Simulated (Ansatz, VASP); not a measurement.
Two plane-wave programs on Na

```
Na
1.0
    -2.14100    2.14100    2.14100
     2.14100   -2.14100    2.14100
     2.14100    2.14100   -2.14100
Na
1
Direct
  0.00000 0.00000 0.00000
```

Alike in both runs: task single point; functional PBEsol; k mesh 14 × 14 × 14; occupations gaussian, width 0.1 eV; no spin polarisation.

|  | VASP | Ansatz |
| --- | --- | --- |
| version | VASP 6.6.1 | Ansatz 0.2.0 |
| potentials or method | VASP PAW PBE potentials, release 64 (Na_pv), cutoff 520 eV | scalar-relativistic, plane waves, PAW |
| valence electrons in the cell | 7 | 9 |

Ansatz gave:

* gap on the k mesh at the Fermi level (eV): none
* pressure (GPa): -0.5

Problem. Which values does VASP return?

Solution. gap on the k mesh at the Fermi level (eV): none; pressure (GPa): -0.6.

VASP's potentials were made for PBE, not for PBEsol. A gap of «none» marks a metal or a gap that the smearing closes. The functional is the same, so the differences come from potentials, cutoffs and numerics. VASP's potentials hold 7 valence electrons a cell and Ansatz's 9, so a difference there can come from the potentials and not from the codes.
